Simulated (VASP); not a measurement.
# SnTe (Fm-3m) in VASP: settings compared

SnTe is run at these levels: PBE-based screened hybrid with 25 % exact exchange, PBE-based screened hybrid with 35 % exact exchange; tasks: single point.

All numbers are computed with VASP 6.6.1; they aren't measurements. Logs are shortened: lines on timing, memory, paths and dates and some standing lists are left out, and cuts for length are marked.

## (1) The cell of the first run

It takes space group Fm-3m (No. 225, cubic). The conventional cell has a = 6.313 Å, b = 6.313 Å, c = 6.313 Å, α = 90.00°, β = 90.00°, γ = 90.00°. Within 4.2 Å of Sn (site symmetry m-3m) lie 6 Te at 3.16 Å. Within 4.2 Å of Te (site symmetry m-3m) lie 6 Sn at 3.16 Å.

## (2) Single point, PBE-based screened hybrid with 25 % exact exchange

POSCAR reads:

```
SnTe
1.0
    0.0000000000      3.1565012282      3.1565012282
    3.1565012282      0.0000000000      3.1565012282
    3.1565012282      3.1565012282      0.0000000000
Sn Te
1 1
Direct
    0.5000000000      0.5000000000      0.5000000000
    0.0000000000      0.0000000000      0.0000000000
```

INCAR.step1 reads:

```
ALGO     = Normal         # electronic algorithm
EDIFF    = 1E-5           # SCF threshold, eV
ENCUT    = 520            # plane-wave cutoff, eV
GGA      = PE             # functional
ISIF     = 2              # what is computed and relaxed
ISMEAR   = 0              # smearing method
LASPH    = True           # aspherical terms in the spheres
LCHARG   = False          # write CHGCAR
LREAL    = False          # projectors in reciprocal space
LWAVE    = True           # write WAVECAR
NBANDS   = 17             # bands
NELM     = 100            # most SCF steps
PREC     = Accurate       # precision mode
SIGMA    = 0.05           # smearing width, eV
```

INCAR.step2 reads:

```
AEXX     = 0.25           # exact-exchange fraction
ALGO     = Normal         # electronic algorithm
EDIFF    = 1E-6           # SCF threshold, eV
ENCUT    = 520            # plane-wave cutoff, eV
GGA      = PE             # functional
HFSCREEN = 0.3            # screening, 1/A
ISIF     = 2              # what is computed and relaxed
ISMEAR   = 0              # smearing method
ISTART   = 1            
LASPH    = True           # aspherical terms in the spheres
LCHARG   = False          # write CHGCAR
LHFCALC  = True           # exact exchange
LREAL    = False          # projectors in reciprocal space
LWAVE    = False          # write WAVECAR
NBANDS   = 17             # bands
NELM     = 100            # most SCF steps
PREC     = Accurate       # precision mode
PRECFOCK = Normal       
SIGMA    = 0.05           # smearing width, eV
```

KPOINTS reads:

```
k-points
0
Gamma
  6 6 6
```

Potentials or basis: VASP PAW PBE potentials, release 64 (Sn_d, Te).

On the command line:

```console
$ cat potpaw_PBE.64/Sn_d/POTCAR potpaw_PBE.64/Te/POTCAR > POTCAR
$ cp INCAR.step1 INCAR
$ mpirun -np 1 vasp_std > vasp.out
$ cp INCAR.step2 INCAR
$ mpirun -np 1 vasp_std > vasp.out
```

OUTCAR:

```text
AEXX = 0.25
   EDIFF = 1E-6
   ENCUT = 520
   GGA = PE
   HFSCREEN = 0.3
   ISIF = 2
   ISMEAR = 0
   ISTART = 1
   LASPH = True
   LHFCALC = True
   LREAL = False
   NELM = 100
   PREC = Accurate
   PRECFOCK = Normal

 ion  position               nearest neighbor table
   1  0.500  0.500  0.500-   2 3.16   2 3.16   2 3.16   2 3.16   2 3.16   2 3.16
   2  0.000  0.000  0.000-   1 3.16   1 3.16   1 3.16   1 3.16   1 3.16   1 3.16

  LATTYP: Found a face centered cubic cell.
 ALAT       =     6.3130024564

  Lattice vectors:

 A1 = (   0.0000000000,   3.1565012282,   3.1565012282)
 A2 = (   3.1565012282,   0.0000000000,   3.1565012282)
 A3 = (   3.1565012282,   3.1565012282,   0.0000000000)

Analysis of symmetry for initial positions (statically):
=====================================================================
 Subroutine PRICEL returns:
 Original cell was already a primitive cell.

 Routine SETGRP: Setting up the symmetry group for a
 face centered cubic supercell.

 Subroutine GETGRP returns: Found 48 space group operations
 (whereof 48 operations were pure point group operations)
 out of a pool of 48 trial point group operations.

The static configuration has the point symmetry O_h .

Analysis of symmetry for dynamics (positions and initial velocities):
=====================================================================
 Subroutine PRICEL returns:
 Original cell was already a primitive cell.

 Routine SETGRP: Setting up the symmetry group for a
 face centered cubic supercell.

 Subroutine GETGRP returns: Found 48 space group operations
 (whereof 48 operations were pure point group operations)
 out of a pool of 48 trial point group operations.

The dynamic configuration has the point symmetry O_h .

 Subroutine INISYM returns: Found 48 space group operations
 (whereof 48 operations are pure point group operations),
 and found     1 'primitive' translations

----------------------------------------------------------------------------------------

                                     Primitive cell

  volume of cell :      62.8996

  direct lattice vectors                    reciprocal lattice vectors
     0.000000000  3.156501228  3.156501228    -0.158403233  0.158403233  0.158403233
     3.156501228  0.000000000  3.156501228     0.158403233 -0.158403233  0.158403233
     3.156501228  3.156501228  0.000000000     0.158403233  0.158403233 -0.158403233

  length of vectors
     4.463966847  4.463966847  4.463966847     0.274362448  0.274362448  0.274362448

  position of ions in fractional coordinates (direct lattice)
     0.500000000  0.500000000  0.500000000
     0.000000000  0.000000000  0.000000000

  ion indices of the primitive-cell ions
   primitive index   ion index
                 1           1
                 2           2

----------------------------------------------------------------------------------------

 KPOINTS: k-points

Automatic generation of k-mesh.
 Grid dimensions read from file:
 generate k-points for:    6    6    6

 Generating k-lattice:

  Cartesian coordinates                     Fractional coordinates (reciprocal lattice)
    -0.026400539  0.026400539  0.026400539     0.166666667  0.000000000  0.000000000
     0.026400539 -0.026400539  0.026400539     0.000000000  0.166666667  0.000000000
     0.026400539  0.026400539 -0.026400539     0.000000000  0.000000000  0.166666667

  Length of vectors
     0.045727075  0.045727075  0.045727075

  Shift w.r.t. Gamma in fractional coordinates (k-lattice)
     0.000000000  0.000000000  0.000000000

 Subroutine IBZKPT returns following result:
 ===========================================

 Found     16 irreducible k-points:

 Following reciprocal coordinates:
            Coordinates               Weight
  0.000000  0.000000  0.000000      1.000000
  0.166667  0.000000  0.000000      8.000000
  0.333333  0.000000  0.000000      8.000000
  0.500000  0.000000  0.000000      4.000000
  0.166667  0.166667  0.000000      6.000000
  0.333333  0.166667  0.000000     24.000000
[... 8 lines left out ...]
 -0.333333  0.333333  0.166667     24.000000
 -0.333333  0.500000  0.166667     12.000000
   k-points           NKPTS =     16   k-points in BZ     NKDIM =    216   number of bands    NBANDS=     17
   number of dos      NEDOS =    301   number of ions     NIONS =      2
   total plane-waves  NPLWV =  46656
   dimension x,y,z NGX =    36 NGY =   36 NGZ =   36
   dimension x,y,z NGXF=    72 NGYF=   72 NGZF=   72
   ions per type =               1   1
   NGX,Y,Z   is equivalent  to a cutoff of  13.41, 13.41, 13.41 a.u.
   NGXF,Y,Z  is equivalent  to a cutoff of  26.81, 26.81, 26.81 a.u.
 SYSTEM =  unknown system
   PREC   = accura    normal or accurate (medium, high low for compatibility)
   ISTART =      1    job   : 0-new  1-cont  2-samecut
   ICHARG =      0    charge: 1-file 2-atom 10-const
   ISPIN  =      1    spin polarized calculation?
   LNONCOLLINEAR =      F non collinear calculations
   LSORBIT =      F    spin-orbit coupling
   LASPH  =      T    aspherical Exc in radial PAW
   ENCUT  =  520.0 eV  38.22 Ry    6.18 a.u.   8.30  8.30  8.30*2*pi/ulx,y,z
   NELM   =    100;   NELMIN=  2; NELMDL=  0     # of ELM steps
   EDIFF  = 0.1E-05   stopping-criterion for ELM
   LREAL  =      F    real-space projection
   EDIFFG = 0.1E-04   stopping-criterion for IOM
   NSW    =      0    number of steps for IOM
   IBRION =     -1    ionic relax: 0-MD 1-quasi-New 2-CG
   NFREE  =      0    steps in history (QN), initial steepest desc. (CG)
   ISIF   =      2    stress and relaxation
   ISYM   =      3    0-nonsym 1-usesym 2-fastsym
   POTIM  = 0.5000    time-step for ionic-motion
   TEBEG  =    0.0;   TEEND  =   0.0 temperature during run
   PSTRESS=    0.0 pullay stress
   NELECT =      20.0000    total number of electrons
   NUPDOWN=      -1.0000    fix difference up-down
   EMIN   =  10.00;   EMAX   =-10.00  energy-range for DOS
   EFERMI =   0.00;   METHOD = LEGACY
   ISMEAR =     0;   SIGMA  =   0.05  broadening in eV -4-tet -1-fermi 0-gaus
   EFERMI_NEDOS =   21; number of points for ismear=-14 and -15
   IALGO  =     38    algorithm
   IMIX   =      1    mixing-type and parameters
     AMIX     =   0.40;   BMIX     =  1.00
     AMIX_MAG =   1.60;   BMIX_MAG =  1.00
  volume/ion in A,a.u.               =      31.45       212.23
  Fermi-wavevector in a.u.,A,eV,Ry     =   1.117383  2.111548 16.987494  1.248546
  Thomas-Fermi vector in A             =   2.254006
   LORBIT       =      0    0 simple, 1 ext, 2 COOP (PROOUT), +10 PAW based schemes
   GGA     = PE    functional components
   LHFCALC =     T    Hartree Fock is set to
   PRECFOCK=normal    Normal, Fast or Accurate (Low or Medium for compatibility)
   ENCUT4O =  -1.0   cutoff for four orbital integrals eV
   NKREDX  =     1    reduce k-point grid by
   NKREDY  =     1    reduce k-point grid by
   NKREDZ  =     1    reduce k-point grid by
   AEXX    =    0.2500 exact exchange contribution
   HFSCREEN=    0.3000 screening length (either q_TF or 0.3 A-1)
   HFSCREENC=   0.3000 screening length for correlation (either q_TF or 0.3 A-1)
   ENCUTFOCK=  -1.0 apply spherical cutoff to Coloumb kernel
   IVDW    =     0    specifies the selected vdW correction
   LEPSILON=     F    determine dielectric tensor
   LRPA    =     F    only Hartree local field effects (RPA)
 non-spin polarized calculation
 Gauss-broadening in eV      SIGMA  =   0.05
  energy-cutoff  :      520.00
  volume of cell :       62.90
 maximum number of plane-waves:      1711
 NGX is ok and might be reduce to    36
  NGX = 28; NGY = 28; NGZ = 28

 number of electron      19.9999999 magnetization

 Free energy of the ion-electron system (eV)
  ---------------------------------------------------
  ext. energy  EPLUGINS =         0.00000000
  ---------------------------------------------------
  free energy    TOTEN  =        -8.72223842 eV

  energy without entropy =       -8.72119695  energy(sigma->0) =       -8.72171769

 E-fermi :   6.9251     XC(G=0):  -8.0393

 val. band max:        6.9222526986   @ k =   0.5000   0.0000   0.0000
 cond. band min:       6.9279031139   @ k =   0.5000   0.0000   0.0000
 fundamental gap:      0.0056504153
 Fermi energy:         6.9250779062

 k-point     1 :       0.0000    0.0000    0.0000
  band No.  band energies     occupation
      1     -17.3206      2.00000
      2     -17.3206      2.00000
      3     -17.3085      2.00000
      4     -17.3085      2.00000
      5     -17.3085      2.00000
      6      -7.2262      2.00000
[... 9 lines left out ...]
     16      11.8669      0.00000
     17      14.0269      0.00000

 k-point     2 :       0.1667    0.0000    0.0000
  band No.  band energies     occupation
      1     -17.3218      2.00000
      2     -17.3218      2.00000
      3     -17.3082      2.00000
      4     -17.3071      2.00000
      5     -17.3071      2.00000
      6      -6.9705      2.00000
[... 9 lines left out ...]
     16      12.4595      0.00000
     17      15.7225      0.00000

 k-point     3 :       0.3333    0.0000    0.0000
  band No.  band energies     occupation
      1     -17.3248      2.00000
      2     -17.3248      2.00000
      3     -17.3074      2.00000
      4     -17.3038      2.00000
      5     -17.3038      2.00000
      6      -6.3024      2.00000
[... 9 lines left out ...]
     16      14.0639      0.00000
     17      18.1140      0.00000

 k-point     4 :       0.5000    0.0000    0.0000
  band No.  band energies     occupation
      1     -17.3263      2.00000
      2     -17.3263      2.00000
      3     -17.3071      2.00000
      4     -17.3020      2.00000
      5     -17.3020      2.00000
      6      -5.8023      2.00000
[... 9 lines left out ...]
     16      16.1728      0.00000
     17      16.1728      0.00000
[... 183 lines left out ...]
      1     -17.3312      2.00000
      2     -17.3211      2.00000
      3     -17.3082      2.00000
      4     -17.3024      2.00000
      5     -17.3008      2.00000
      6      -5.8300      2.00000
[... 9 lines left out ...]
     16      15.6772      0.00000
     17      16.3325      0.00000

 k-point    15 :      -0.3333    0.3333    0.1667
  band No.  band energies     occupation
      1     -17.3315      2.00000
      2     -17.3225      2.00000
      3     -17.3054      2.00000
      4     -17.3045      2.00000
      5     -17.2993      2.00000
      6      -5.4881      2.00000
[... 9 lines left out ...]
     16      17.2440      0.00000
     17      17.3549      0.00000

 k-point    16 :      -0.3333    0.5000    0.1667
  band No.  band energies     occupation
      1     -17.3351      2.00000
      2     -17.3196      2.00000
      3     -17.3088      2.00000
      4     -17.3016      2.00000
      5     -17.2979      2.00000
      6      -5.3946      2.00000
[... 9 lines left out ...]
     16      17.3865      0.00000
     17      18.6420      0.00000

------------------------ aborting loop because EDIFF is reached ----------------------------------------

  FORCE on cell =-STRESS in cart. coord.  units (eV):
  Direction    XX          YY          ZZ          XY          YZ          ZX
  --------------------------------------------------------------------------------------
  -------------------------------------------------------------------------------------
  Total        0.3456961      0.3456961      0.3456961      0.0000000      0.0000000      0.0000000
  in kB        8.8055652      8.8055652      8.8055652      0.0000000      0.0000000      0.0000000
  external PRESSURE =       8.8055652 kB  Pullay stress =       0.0000000 kB

 VOLUME and BASIS-vectors are now :
 -----------------------------------------------------------------------------
  energy-cutoff  :      520.00
  volume of cell :       62.90
      direct lattice vectors                 reciprocal lattice vectors
     0.000000000  3.156501228  3.156501228    -0.158403233  0.158403233  0.158403233
     3.156501228  0.000000000  3.156501228     0.158403233 -0.158403233  0.158403233
     3.156501228  3.156501228  0.000000000     0.158403233  0.158403233 -0.158403233

 POSITION                                       TOTAL-FORCE (eV/Angst)
 -----------------------------------------------------------------------------------
      3.15650      3.15650      3.15650        -0.000000     -0.000000     -0.000000
      0.00000      0.00000      0.00000         0.000000      0.000000      0.000000
 -----------------------------------------------------------------------------------
    total drift:                               -0.000000      0.000002     -0.000001

  FREE ENERGIE OF THE ION-ELECTRON SYSTEM (eV)
  ---------------------------------------------------
  free  energy   TOTEN  =        -8.7222384198 eV

  energy  without entropy=       -8.7211969547  energy(sigma->0) =       -8.72171769
```

Run time: 82 min. Hardware: 1 thread of AMD EPYC 7R13 (Zen 3), shared host; peak memory 0.31 GiB.

What came out:

```
Free energy            : -8.7222 eV
Pressure               : 0.9 GPa
Band gap on the k mesh : 0.01 eV
```

Caveat: the PAW data sets were made with another functional, which shifts forces and pressure a little; spin-orbit coupling is left out, which moves the levels of the heavy elements. A k mesh can miss the band edges.

## (3) Single point, PBE-based screened hybrid with 35 % exact exchange

POSCAR is that of step 2.

INCAR.step1 reads:

```
SYSTEM = SnTe
PREC = Accurate
ENCUT = 520
EDIFF = 1E-5
ISMEAR = 0
SIGMA = 0.05
LREAL = .False.
LASPH = .True.
NELM = 60
ALGO = Normal
ISIF = 2
LWAVE = .True.
GGA = PE
NBANDS = 17
```

INCAR.step2 reads:

```
SYSTEM = SnTe
PREC = Accurate
ENCUT = 520
EDIFF = 1E-6
ISMEAR = 0
SIGMA = 0.05
LREAL = .False.
LASPH = .True.
NELM = 60
ALGO = Normal
ISIF = 2
LWAVE = .False.
LCHARG = .True.
GGA = PE
LHFCALC = .True.
AEXX = 0.35
HFSCREEN = 0.1
PRECFOCK = Normal
LELF = .True.
LVHAR = .True.
ISTART = 1
NBANDS = 17
```

KPOINTS reads:

```
Automatic mesh
0
Gamma
  6 6 6
  0 0 0
```

Potentials or basis: VASP PAW PBE potentials, release 64 (Sn_d, Te).

On the command line:

```console
$ cat potpaw_PBE.64/Sn_d/POTCAR potpaw_PBE.64/Te/POTCAR > POTCAR
$ cp INCAR.step1 INCAR
$ mpirun -np 1 vasp_std > vasp.out
$ cp INCAR.step2 INCAR
$ mpirun -np 1 vasp_std > vasp.out
```

Run time: 2.4 h. Hardware: 1 thread of Oxide Virtual Turin-like, shared host; peak memory 0.3 GiB.

The run converged. Its results:

| Property | Result |
| --- | --- |
| Free energy | -10.3527 eV |
| Pressure | 0.4 GPa |
| Band gap on the k mesh | 0.42 eV |

Levels at points of the mesh, in eV from the valence-band top:
```tsv
k point	band 6	band 7	band 8	band 9	band 10	band 11	band 12	band 13	band 14	band 15
(0.00, 0.00, 0.00)	-15.07	-5.48	-2.90	-2.90	-2.90	4.37	4.37	4.37	5.57	5.57
(0.50, 0.00, 0.00)	-13.55	-10.02	-2.52	-2.52	0.00	0.42	0.80	0.80	8.92	9.94
(0.50, 0.50, 0.00)	-13.19	-7.69	-6.93	-4.77	-4.77	2.74	6.15	6.15	7.77	10.19
```

Caveat: the PAW data sets were made with another functional, which shifts forces and pressure a little; spin-orbit coupling is left out, which moves the levels of the heavy elements. A k mesh can miss the band edges.
